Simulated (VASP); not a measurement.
# TiAl3 (Amm2) in VASP: notebook, part 2 of 2

VASP 6.6.1.

## (3) Single point, PBEsol (atoms displaced along several vibrational modes)

Input file INCAR:

```
SYSTEM = TiAl3
PREC = Accurate
ENCUT = 550
EDIFF = 1E-6
ISMEAR = 0
SIGMA = 0.15
LREAL = .FALSE.
LASPH = .TRUE.
NELM = 300
ALGO = All
ISIF = 2
LWAVE = .FALSE.
LCHARG = .FALSE.
GGA = PS
NBANDS = 31
GGA_COMPAT = .FALSE.
ISEARCH = 1
KPAR = 4
```

Input file KPOINTS:

```
regular mesh
0
G
  10 8 8
  0 0 0
```

Input file POSCAR:

```
TiAl3
1.0
   -3.9479576782      0.0000000000      0.0000000000
    0.0000000000      3.9479576782      3.9479576782
    0.0000000000      3.9479576782     -3.9479576782
Ti Al
2 6
Direct
    0.0000000000     -0.0067883200     -0.0067883200
    0.0000000000      0.5067883200      0.5067883200
    0.5000000000      0.7453646920      0.7546353080
    0.5000000000      0.2546353080      0.2453646920
    0.5000000000      0.7453646920      0.2453646920
    0.5000000000      0.2546353080      0.7546353080
    1.0000000000      0.4954009883      0.0045990117
    1.0000000000      0.0045990117      0.4954009883
```

Potentials or basis: VASP PAW PBE potentials, release 64 (Ti_sv, Al).

Launch:

```console
$ cat potpaw_PBE.64/Ti_sv/POTCAR potpaw_PBE.64/Al/POTCAR > POTCAR
$ mpirun -np 4 vasp_std > vasp.out
```

OUTCAR:

```text
SYSTEM = TiAl3
   PREC = Accurate
   ENCUT = 550
   EDIFF = 1E-6
   ISMEAR = 0
   LREAL = .FALSE.
   LASPH = .TRUE.
   NELM = 300
   ISIF = 2
   GGA = PS

 ion  position               nearest neighbor table
   1  0.000  0.993  0.993-   3 2.75   3 2.75   8 2.78   7 2.78   5 2.79   5 2.79   6 2.79   6 2.79
                             7 2.80   8 2.80   4 2.83   4 2.83
   2  0.000  0.507  0.507-   3 2.75   3 2.75   8 2.78   7 2.78   6 2.79   6 2.79   5 2.79   5 2.79
                             8 2.80   7 2.80   4 2.83   4 2.83
   3  0.500  0.745  0.755-   5 2.74   6 2.74   1 2.75   2 2.75   1 2.75   2 2.75   7 2.79   7 2.79
                             5 2.84   6 2.84   8 2.84   8 2.84
[... 1041 lines left out ...]
  in kB        1.5737849      5.5351751      2.9195385      0.0000000      0.0000000      0.0000000
  external PRESSURE =       3.3428328 kB  Pullay stress =       0.0000000 kB

 VOLUME and BASIS-vectors are now :
 -----------------------------------------------------------------------------
  energy-cutoff  :      550.00
  volume of cell :      123.07
      direct lattice vectors                 reciprocal lattice vectors
    -3.947957678  0.000000000  0.000000000    -0.253295522  0.000000000  0.000000000
     0.000000000  3.947957678  3.947957678     0.000000000  0.126647761  0.126647761
     0.000000000  3.947957678 -3.947957678     0.000000000  0.126647761 -0.126647761

 POSITION                                       TOTAL-FORCE (eV/Angst)
 -----------------------------------------------------------------------------------
      0.00000      7.84232      0.00000         0.000000      0.282910      0.007025
      0.00000      4.00156      0.00000         0.000000     -0.282910      0.007025
     -1.97398      5.92194     -0.03660         0.000000      0.000000      0.320672
     -1.97398      1.97398      0.03660         0.000000      0.000000     -0.340348
     -1.97398      3.91136      1.97398         0.000000      0.330074     -0.003037
     -1.97398      3.98456     -1.97398         0.000000     -0.330074     -0.003037
      0.00000      1.97398      1.93767         0.000000      0.000000      0.111509
      0.00000      1.97398     -1.93767         0.000000      0.000000     -0.099809
 -----------------------------------------------------------------------------------
    total drift:                                0.000000      0.000000      0.000038

  FREE ENERGIE OF THE ION-ELECTRON SYSTEM (eV)
  ---------------------------------------------------
  free  energy   TOTEN  =       -44.2252345179 eV

  energy  without entropy=      -44.1741948763  energy(sigma->0) =      -44.19971470
```

stdout:

```text
POSCAR found type information on POSCAR TiAl
 POSCAR found :  2 types and       8 ions
 scaLAPACK will be used
 -----------------------------------------------------------------------------
|                                                                             |
|                                                                             |
[... 53 lines left out ...]
 gam= 0.381 trial= 0.467  step=  0.6333 mean=  0.4665
 gam= 0.793 g(H,U,f)=  0.336E-05 0.907E-06 0.717E-07 ort(H,U,f) =-0.280E-06 0.414E-08 0.772E-08
 gam= 0.793 trial= 0.483  step=  0.3776 mean=  0.4832
 gam= 0.390 g(H,U,f)=  0.151E-05 0.157E-06 0.261E-07 ort(H,U,f) = 0.198E-06-0.138E-06-0.884E-08
 gam= 0.390 trial= 0.473  step=  0.5496 mean=  0.4726
 final diagonalization occupied
```

Run time: 4.2 min. Hardware: 4 MPI ranks of AMD EPYC 7R13 (Zen 3), shared host; peak memory 0.96 GiB.

Results:

- Free energy: -44.2252 eV
- Pressure: 0.3 GPa
- Largest force: 0.340 eV/Å
- Band gap on the k mesh: zero (bands 21 and 22 overlap by 0.93 eV)

Forces in eV/Å, atoms in the order of the input:
```
Ti   0.000  0.283  0.007
Ti   0.000 -0.283  0.007
Al   0.000  0.000  0.321
Al   0.000  0.000 -0.340
Al   0.000  0.330 -0.003
Al   0.000 -0.330 -0.003
Al   0.000  0.000  0.112
Al   0.000  0.000 -0.100
```

Caveat: the cell differs from its parent crystal (atoms displaced along several vibrational modes); the PAW data sets were made with another functional, which shifts forces and pressure a little.
